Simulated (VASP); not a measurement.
# AlAs (F-43m) in VASP: notebook

Runs on AlAs. Level: PBEsol. Tasks: single point.

Everything below comes from runs of VASP 6.6.1. Logs are shortened: lines on timing, memory, paths and dates and some standing lists are left out, and cuts for length are marked.

**1. The cell of the first run**

Symmetry: F-43m, No. 216, cubic system. Conventional cell: a = 5.584 Å, b = 5.584 Å, c = 5.584 Å, α = 90.00°, β = 90.00°, γ = 90.00°. Within 3.2 Å of Al (site symmetry -43m) lie 4 As at 2.42 Å. Within 3.2 Å of As (site symmetry -43m) lie 4 Al at 2.42 Å.

**2. Single point, PBEsol**

Input file INCAR:

```
  ALGO = Normal
  EDIFF = 1E-6
  ENCUT = 500
  GGA = PS
  GGA_COMPAT = F
  ISIF = 2
  ISMEAR = 0
  LASPH = T
  LCHARG = F
  LREAL = F
  LWAVE = F
  NBANDS = 11
  NELM = 120
  PREC = Accurate
  SIGMA = 0.01
```

Input file KPOINTS:

```
k-points
0
Gamma
  6 6 6
```

Input file POSCAR:

```
AlAs
1.0
    0.0000000000      2.7921466621      2.7921466621
    2.7921466621      0.0000000000      2.7921466621
    2.7921466621      2.7921466621      0.0000000000
Al As
1 1
Direct
    0.0000000000      0.0000000000      0.0000000000
    0.2500000000      0.2500000000      0.2500000000
```

Potentials or basis: VASP PAW PBE potentials, release 64 (Al, As).

Run with:

```sh
cat potpaw_PBE.64/Al/POTCAR potpaw_PBE.64/As/POTCAR > POTCAR
mpirun -np 1 vasp_std > vasp.out
```

OUTCAR:

```text
EDIFF = 1E-6
   ENCUT = 500
   GGA = PS
   ISIF = 2
   ISMEAR = 0
   LASPH = T
   LREAL = F
   NELM = 120
   PREC = Accurate

 ion  position               nearest neighbor table
   1  0.000  0.000  0.000-   2 2.42   2 2.42   2 2.42   2 2.42
   2  0.250  0.250  0.250-   1 2.42   1 2.42   1 2.42   1 2.42

  LATTYP: Found a face centered cubic cell.
 ALAT       =     5.5842933242

  Lattice vectors:

 A1 = (   0.0000000000,   2.7921466621,   2.7921466621)
 A2 = (   2.7921466621,   0.0000000000,   2.7921466621)
 A3 = (   2.7921466621,   2.7921466621,   0.0000000000)

Analysis of symmetry for initial positions (statically):
=====================================================================
 Subroutine PRICEL returns:
 Original cell was already a primitive cell.

 Routine SETGRP: Setting up the symmetry group for a
 face centered cubic supercell.

 Subroutine GETGRP returns: Found 24 space group operations
 (whereof 24 operations were pure point group operations)
 out of a pool of 48 trial point group operations.

The static configuration has the point symmetry T_d .

Analysis of symmetry for dynamics (positions and initial velocities):
=====================================================================
 Subroutine PRICEL returns:
 Original cell was already a primitive cell.

 Routine SETGRP: Setting up the symmetry group for a
 face centered cubic supercell.

 Subroutine GETGRP returns: Found 24 space group operations
 (whereof 24 operations were pure point group operations)
 out of a pool of 48 trial point group operations.

The dynamic configuration has the point symmetry T_d .

 Subroutine INISYM returns: Found 24 space group operations
 (whereof 24 operations are pure point group operations),
 and found     1 'primitive' translations

----------------------------------------------------------------------------------------

                                     Primitive cell

  volume of cell :      43.5356

  direct lattice vectors                    reciprocal lattice vectors
     0.000000000  2.792146662  2.792146662    -0.179073688  0.179073688  0.179073688
     2.792146662  0.000000000  2.792146662     0.179073688 -0.179073688  0.179073688
     2.792146662  2.792146662  0.000000000     0.179073688  0.179073688 -0.179073688

  length of vectors
     3.948691678  3.948691678  3.948691678     0.310164726  0.310164726  0.310164726

  position of ions in fractional coordinates (direct lattice)
     0.000000000  0.000000000  0.000000000
     0.250000000  0.250000000  0.250000000

  ion indices of the primitive-cell ions
   primitive index   ion index
                 1           1
                 2           2

----------------------------------------------------------------------------------------

 KPOINTS: k-points

Automatic generation of k-mesh.
 Grid dimensions read from file:
 generate k-points for:    6    6    6

 Generating k-lattice:

  Cartesian coordinates                     Fractional coordinates (reciprocal lattice)
    -0.029845615  0.029845615  0.029845615     0.166666667  0.000000000  0.000000000
     0.029845615 -0.029845615  0.029845615     0.000000000  0.166666667  0.000000000
     0.029845615  0.029845615 -0.029845615     0.000000000  0.000000000  0.166666667

  Length of vectors
     0.051694121  0.051694121  0.051694121

  Shift w.r.t. Gamma in fractional coordinates (k-lattice)
     0.000000000  0.000000000  0.000000000

 Subroutine IBZKPT returns following result:
 ===========================================

 Found     16 irreducible k-points:

 Following reciprocal coordinates:
            Coordinates               Weight
  0.000000  0.000000  0.000000      1.000000
  0.166667  0.000000  0.000000      8.000000
  0.333333  0.000000  0.000000      8.000000
  0.500000  0.000000  0.000000      4.000000
  0.166667  0.166667  0.000000      6.000000
  0.333333  0.166667  0.000000     24.000000
[... 8 lines left out ...]
 -0.333333  0.333333  0.166667     24.000000
 -0.333333  0.500000  0.166667     12.000000
   k-points           NKPTS =     16   k-points in BZ     NKDIM =     16   number of bands    NBANDS=     11
   number of dos      NEDOS =    301   number of ions     NIONS =      2
   total plane-waves  NPLWV =  27000
   dimension x,y,z NGX =    30 NGY =   30 NGZ =   30
   dimension x,y,z NGXF=    60 NGYF=   60 NGZF=   60
   ions per type =               1   1
   NGX,Y,Z   is equivalent  to a cutoff of  12.63, 12.63, 12.63 a.u.
   NGXF,Y,Z  is equivalent  to a cutoff of  25.26, 25.26, 25.26 a.u.
 SYSTEM =  unknown system
   PREC   = accura    normal or accurate (medium, high low for compatibility)
   ISTART =      0    job   : 0-new  1-cont  2-samecut
   ICHARG =      2    charge: 1-file 2-atom 10-const
   ISPIN  =      1    spin polarized calculation?
   LNONCOLLINEAR =      F non collinear calculations
   LSORBIT =      F    spin-orbit coupling
   LASPH  =      T    aspherical Exc in radial PAW
   ENCUT  =  500.0 eV  36.75 Ry    6.06 a.u.   7.20  7.20  7.20*2*pi/ulx,y,z
   NELM   =    120;   NELMIN=  2; NELMDL= -5     # of ELM steps
   EDIFF  = 0.1E-05   stopping-criterion for ELM
   LREAL  =      F    real-space projection
   EDIFFG = 0.1E-04   stopping-criterion for IOM
   NSW    =      0    number of steps for IOM
   IBRION =     -1    ionic relax: 0-MD 1-quasi-New 2-CG
   NFREE  =      0    steps in history (QN), initial steepest desc. (CG)
   ISIF   =      2    stress and relaxation
   ISYM   =      2    0-nonsym 1-usesym 2-fastsym
   POTIM  = 0.5000    time-step for ionic-motion
   TEBEG  =    0.0;   TEEND  =   0.0 temperature during run
   PSTRESS=    0.0 pullay stress
   NELECT =       8.0000    total number of electrons
   NUPDOWN=      -1.0000    fix difference up-down
   EMIN   =  10.00;   EMAX   =-10.00  energy-range for DOS
   EFERMI =   0.00;   METHOD = LEGACY
   ISMEAR =     0;   SIGMA  =   0.01  broadening in eV -4-tet -1-fermi 0-gaus
   EFERMI_NEDOS =   21; number of points for ismear=-14 and -15
   IALGO  =     38    algorithm
   IMIX   =      4    mixing-type and parameters
     AMIX     =   0.40;   BMIX     =  1.00
     AMIX_MAG =   1.60;   BMIX_MAG =  1.00
  volume/ion in A,a.u.               =      21.77       146.90
  Fermi-wavevector in a.u.,A,eV,Ry     =   0.930729  1.758823 11.786136  0.866257
  Thomas-Fermi vector in A             =   2.057148
   LORBIT       =      0    0 simple, 1 ext, 2 COOP (PROOUT), +10 PAW based schemes
   GGA     = PS    functional components
   LHFCALC =     F    Hartree Fock is set to
   AEXX    =    0.0000 exact exchange contribution
   IVDW    =     0    specifies the selected vdW correction
   LEPSILON=     F    determine dielectric tensor
   LRPA    =     F    only Hartree local field effects (RPA)
 non-spin polarized calculation
 Gauss-broadening in eV      SIGMA  =   0.01
  energy-cutoff  :      500.00
  volume of cell :       43.54
 maximum number of plane-waves:      1125
 NGX is ok and might be reduce to    30
   NGX = 15   NGY = 15   NGZ = 15

 number of electron       8.0000001 magnetization

 Free energy of the ion-electron system (eV)
  ---------------------------------------------------
  ext. energy  EPLUGINS =         0.00000000
  ---------------------------------------------------
  free energy    TOTEN  =       -10.02432619 eV

  energy without entropy =      -10.02432619  energy(sigma->0) =      -10.02432619

 E-fermi :   4.2069     XC(G=0):  -9.3514

 val. band max:        4.1611801741   @ k =   0.0000   0.0000   0.0000
 cond. band min:       5.4020728341   @ k =   0.5000   0.5000   0.0000
 fundamental gap:      1.2408926600
 Fermi energy:         4.2068721899

 k-point     1 :       0.0000    0.0000    0.0000
  band No.  band energies     occupation
      1      -7.9615      2.00000
      2       4.1612      2.00000
      3       4.1612      2.00000
      4       4.1612      2.00000
      5       6.4629      0.00000
      6       8.4897      0.00000
      7       8.4897      0.00000
      8       8.4897      0.00000
      9      13.0976      0.00000
     10      13.2290      0.00000
     11      13.2290      0.00000

 k-point     2 :       0.1667    0.0000    0.0000
  band No.  band energies     occupation
      1      -7.6775      2.00000
      2       2.0169      2.00000
      3       3.8864      2.00000
      4       3.8864      2.00000
      5       7.1381      0.00000
      6       8.9403      0.00000
      7       8.9403      0.00000
      8       9.4949      0.00000
      9      12.3865      0.00000
     10      12.3865      0.00000
     11      13.9083      0.00000

 k-point     3 :       0.3333    0.0000    0.0000
  band No.  band energies     occupation
      1      -6.9516      2.00000
      2      -0.4873      2.00000
      3       3.4720      2.00000
      4       3.4720      2.00000
      5       6.6268      0.00000
      6       9.0293      0.00000
      7       9.0293      0.00000
      8      11.7256      0.00000
      9      13.2608      0.00000
     10      13.2608      0.00000
     11      13.6044      0.00000

 k-point     4 :       0.5000    0.0000    0.0000
  band No.  band energies     occupation
      1      -6.4356      2.00000
      2      -1.6321      2.00000
      3       3.3057      2.00000
      4       3.3057      2.00000
      5       6.3933      0.00000
      6       8.8159      0.00000
      7       8.8159      0.00000
      8      11.8086      0.00000
      9      15.5685      0.00000
     10      15.8483      0.00000
     11      15.8483      0.00000
[... 127 lines left out ...]
 k-point    14 :       0.5000    0.3333    0.1667
  band No.  band energies     occupation
      1      -6.3862      2.00000
      2      -0.5951      2.00000
      3       1.2861      2.00000
      4       2.4198      2.00000
      5       7.7699      0.00000
      6       8.7889      0.00000
      7       9.3326      0.00000
      8      12.2411      0.00000
      9      13.5962      0.00000
     10      15.0245      0.00000
     11      17.3502      0.00000

 k-point    15 :      -0.3333    0.3333    0.1667
  band No.  band energies     occupation
      1      -5.9904      2.00000
      2      -1.1111      2.00000
      3       0.8104      2.00000
      4       2.0123      2.00000
      5       8.0432      0.00000
      6       8.7860      0.00000
      7      11.0084      0.00000
      8      11.6298      0.00000
      9      12.6706      0.00000
     10      15.8186      0.00000
     11      17.2237      0.00000

 k-point    16 :      -0.3333    0.5000    0.1667
  band No.  band energies     occupation
      1      -5.8156      2.00000
      2      -1.1664      2.00000
      3       1.0494      2.00000
      4       1.3059      2.00000
      5       7.2316      0.00000
      6       8.2890      0.00000
      7      11.3938      0.00000
      8      12.1331      0.00000
      9      14.9748      0.00000
     10      16.7631      0.00000
     11      16.9542      0.00000

------------------------ aborting loop because EDIFF is reached ----------------------------------------

  FORCE on cell =-STRESS in cart. coord.  units (eV):
  Direction    XX          YY          ZZ          XY          YZ          ZX
  --------------------------------------------------------------------------------------
  -------------------------------------------------------------------------------------
  Total        1.1458115      1.1458115      1.1458115     -0.0000000      0.0000000      0.0000000
  in kB       42.1676194     42.1676194     42.1676194     -0.0000000      0.0000000      0.0000000
  external PRESSURE =      42.1676194 kB  Pullay stress =       0.0000000 kB

 VOLUME and BASIS-vectors are now :
 -----------------------------------------------------------------------------
  energy-cutoff  :      500.00
  volume of cell :       43.54
      direct lattice vectors                 reciprocal lattice vectors
     0.000000000  2.792146662  2.792146662    -0.179073688  0.179073688  0.179073688
     2.792146662  0.000000000  2.792146662     0.179073688 -0.179073688  0.179073688
     2.792146662  2.792146662  0.000000000     0.179073688  0.179073688 -0.179073688

 POSITION                                       TOTAL-FORCE (eV/Angst)
 -----------------------------------------------------------------------------------
      0.00000      0.00000      0.00000         0.000000      0.000000      0.000000
      1.39607      1.39607      1.39607        -0.000000     -0.000000     -0.000000
 -----------------------------------------------------------------------------------
    total drift:                                0.000000      0.000000      0.000000

  FREE ENERGIE OF THE ION-ELECTRON SYSTEM (eV)
  ---------------------------------------------------
  free  energy   TOTEN  =       -10.0243261914 eV

  energy  without entropy=      -10.0243261914  energy(sigma->0) =      -10.02432619
```

It took 6 s on 1 thread of Intel Xeon 6975P-C (Granite Rapids), shared host; peak memory 0.16 GiB.

What came out:

- Free energy: -10.0243 eV
- Pressure: 4.2 GPa
- Band gap on the k mesh: 1.24 eV, indirect (least direct gap 2.30 eV)

Caveat: the PAW data sets were made with another functional, which shifts forces and pressure a little.

**3. Single point, PBEsol**

This run uses another cell than the first one, of 22.22 Å³/atom, 1.021 times its volume.

Input file INCAR:

```
ALGO = Normal
EDIFF = 1E-6
ENCUT = 500
GGA = PS
GGA_COMPAT = F
ISIF = 2
ISMEAR = 0
LASPH = T
LCHARG = T
LELF = T
LREAL = F
LVHAR = T
LWAVE = F
NBANDS = 11
NELM = 120
PREC = Accurate
SIGMA = 0.01
```

KPOINTS is that of step 2.

Input file POSCAR:

```
AlAs
1.0
    0.0000000000      2.8114034545      2.8114034545
    2.8114034545      0.0000000000      2.8114034545
    2.8114034545      2.8114034545      0.0000000000
Al As
1 1
Direct
    0.0000000000      0.0000000000      0.0000000000
    0.2500000000      0.2500000000      0.2500000000
```

Potentials or basis: VASP PAW PBE potentials, release 64 (Al, As).

Run with:

```sh
cat potpaw_PBE.64/Al/POTCAR potpaw_PBE.64/As/POTCAR > POTCAR
mpirun -np 1 vasp_std > vasp.out
```

OUTCAR:

```text
EDIFF = 1E-6
   ENCUT = 500
   GGA = PS
   ISIF = 2
   ISMEAR = 0
   LASPH = T
   LREAL = F
   NELM = 120
   PREC = Accurate

 ion  position               nearest neighbor table
   1  0.000  0.000  0.000-   2 2.43   2 2.43   2 2.43   2 2.43
   2  0.250  0.250  0.250-   1 2.43   1 2.43   1 2.43   1 2.43

  LATTYP: Found a face centered cubic cell.
 ALAT       =     5.6228069090

  Lattice vectors:

 A1 = (   0.0000000000,   2.8114034545,   2.8114034545)
[... 400 lines left out ...]
------------------------ aborting loop because EDIFF is reached ----------------------------------------

  FORCE on cell =-STRESS in cart. coord.  units (eV):
  Direction    XX          YY          ZZ          XY          YZ          ZX
  --------------------------------------------------------------------------------------
  -------------------------------------------------------------------------------------
  Total        0.6767568      0.6767568      0.6767568      0.0000000      0.0000000     -0.0000000
  in kB       24.3974088     24.3974088     24.3974088      0.0000000      0.0000000     -0.0000000
  external PRESSURE =      24.3974088 kB  Pullay stress =       0.0000000 kB

 VOLUME and BASIS-vectors are now :
 -----------------------------------------------------------------------------
  energy-cutoff  :      500.00
  volume of cell :       44.44
      direct lattice vectors                 reciprocal lattice vectors
     0.000000000  2.811403455  2.811403455    -0.177847117  0.177847117  0.177847117
     2.811403455  0.000000000  2.811403455     0.177847117 -0.177847117  0.177847117
     2.811403455  2.811403455  0.000000000     0.177847117  0.177847117 -0.177847117

 POSITION                                       TOTAL-FORCE (eV/Angst)
 -----------------------------------------------------------------------------------
      0.00000      0.00000      0.00000         0.000000      0.000000      0.000000
      1.40570      1.40570      1.40570        -0.000000     -0.000000     -0.000000
 -----------------------------------------------------------------------------------
    total drift:                                0.000000      0.000000      0.000000

  FREE ENERGIE OF THE ION-ELECTRON SYSTEM (eV)
  ---------------------------------------------------
  free  energy   TOTEN  =       -10.0431222273 eV

  energy  without entropy=      -10.0431222273  energy(sigma->0) =      -10.04312223
```

stdout:

```text
POSCAR found type information on POSCAR AlAs
 POSCAR found :  2 types and       2 ions
 scaLAPACK will be used
 -----------------------------------------------------------------------------
|                                                                             |
|                                                                             |
|     You enforced a specific xc type in the INCAR file but a different       |
|     I HOPE YOU KNOW WHAT YOU ARE DOING!                                     |
|                                                                             |
 -----------------------------------------------------------------------------

 LDA part: xc-table for (Slater+PW92), standard interpolation
 POSCAR, INCAR and KPOINTS ok, starting setup
 FFT: planning ... GRIDC
 FFT: planning ... GRID_SOFT
 FFT: planning ... GRID
 WAVECAR not read
 entering main loop
```

Run time: 6.9 s. Hardware: 1 thread of Intel Xeon 6975P-C (Granite Rapids), shared host; peak memory 0.16 GiB.

Results:

```
Free energy            : -10.0431 eV
Pressure               : 2.4 GPa
Band gap on the k mesh : 1.28 eV, indirect (least direct gap 2.14 eV)
```

Levels at points of the mesh, in eV from the valence-band top:
| k point | band 2 | band 3 | band 4 | band 5 | band 6 | band 7 |
| --- | --- | --- | --- | --- | --- | --- |
| (0.00, 0.00, 0.00) | 0.00 | 0.00 | 0.00 | 2.14 | 4.29 | 4.29 |
| (0.50, 0.00, 0.00) | -5.70 | -0.84 | -0.84 | 2.15 | 4.64 | 4.64 |
| (0.50, 0.50, 0.00) | -5.52 | -2.23 | -2.23 | 1.28 | 2.21 | 10.43 |

Caveat: the PAW data sets were made with another functional, which shifts forces and pressure a little.

**4. Single point, PBEsol**

This run uses another cell than the first one, of 23.13 Å³/atom, 1.062 times its volume.

Input file INCAR:

```
PREC = Accurate
ENCUT = 500
EDIFF = 1E-6
ISMEAR = 0
SIGMA = 0.01
LREAL = False
LASPH = True
NELM = 120
ALGO = Normal
ISIF = 2
LWAVE = False
LCHARG = True
GGA = PS
LELF = True
LVHAR = True
NBANDS = 11
GGA_COMPAT = False
```

Input file KPOINTS:

```
Automatic mesh
0
Gamma
  6 6 6
```

Input file POSCAR:

```
AlAs
1.0
    0.0000000000      2.8491449171      2.8491449171
    2.8491449171      0.0000000000      2.8491449171
    2.8491449171      2.8491449171      0.0000000000
Al As
1 1
Direct
    0.0000000000      0.0000000000      0.0000000000
    0.2500000000      0.2500000000      0.2500000000
```

Run with:

```sh
cat potpaw_PBE.64/Al/POTCAR potpaw_PBE.64/As/POTCAR > POTCAR
mpirun -np 1 vasp_std > vasp.out
```

It took 6.9 s on 1 thread of Intel Xeon 6975P-C (Granite Rapids), shared host; peak memory 0.16 GiB.

The run converged. Its results:

```
Free energy            : -10.0530 eV
Pressure               : -0.6 GPa
Band gap on the k mesh : 1.35 eV, indirect (least direct gap 1.82 eV)
```

Levels at points of the mesh, in eV from the valence-band top:
```csv
k point,band 1,band 2,band 3,band 4,band 5,band 6,band 7,band 8,band 9
"(0.00, 0.00, 0.00)",-11.78,0.00,0.00,0.00,1.82,4.23,4.23,4.23,8.60
"(0.50, 0.00, 0.00)",-10.39,-5.52,-0.81,-0.81,2.00,4.61,4.61,7.54,10.90
"(0.50, 0.50, 0.00)",-9.86,-5.38,-2.14,-2.14,1.35,2.21,10.13,10.13,11.45
```

Caveat: the PAW data sets were made with another functional, which shifts forces and pressure a little. A k mesh can miss the band edges.

(Continued in part 2 of 2.)
